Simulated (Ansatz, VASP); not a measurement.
Hg in VASP and in Ansatz

File INCAR:

```
PREC = Accurate
ENCUT = 520
EDIFF = 1E-6
ISMEAR = -1
SIGMA = 0.1
LREAL = F
LASPH = T
NELM = 100
ALGO = Normal
ISIF = 2
LWAVE = F
LCHARG = F
NBANDS = 12
```

KPOINTS

```
Automatic mesh
0
Gamma
  14 14 14
```

File POSCAR:

```
Hg
1.0
    0.0000000000      2.3105505580      2.3105505580
    2.3105505580      0.0000000000      2.3105505580
    2.3105505580      2.3105505580      0.0000000000
Hg
1
Direct
    0.0000000000      0.0000000000      0.0000000000
```

Input for Ansatz:

```yaml
crystal:
  lattice:
    - [0.0, 2.310550558, 2.310550558]
    - [2.310550558, 0.0, 2.310550558]
    - [2.310550558, 2.310550558, 0.0]
  atoms:
    - { symbol: Hg, position: [0.0, 0.0, 0.0] }
hamiltonian:
  xc: lda
  pseudopotentials:
    kind: paw
    azcp:
      Hg: "pseudopotentials/Hg.paw.azcp"
basis:
  ecutwfc: 420
  fft_grid_basis: typed
kpoints:
  mp_grid: { grid: [14, 14, 14], shift: [0, 0, 0] }
magnetization:
  spin_polarized: false
scf:
  occupations: { method: fermi_dirac, width: 0.1 }
  lower_state_search: "off"
output:
  stress: true
```

Alike in both runs: task single point; functional LDA; k mesh 14 × 14 × 14; occupations fermi-dirac, width 0.1 eV; no spin polarisation.

|  | VASP | Ansatz |
| --- | --- | --- |
| version | VASP 6.6.1 | Ansatz 0.2.0 |
| potentials or method | VASP PAW LDA potentials, release 64 (Hg), cutoff 520 eV | plane waves (420 eV) with PAW, scalar-relativistic |
| valence electrons in the cell | 12 | 20 |

```csv
,VASP,Ansatz,Ansatz less VASP
pressure (GPa),-3.5,-3.7,-0.25
```

Ansatz warns that its potentials were made for another functional, while VASP's fit it. LDA's correlation is that of Perdew and Zunger in VASP and of Perdew and Wang (1992) in Ansatz. VASP's potentials hold 12 valence electrons a cell and Ansatz's 20, so a difference there can come from the potentials and not from the codes.

Spin-orbit coupling is off throughout.
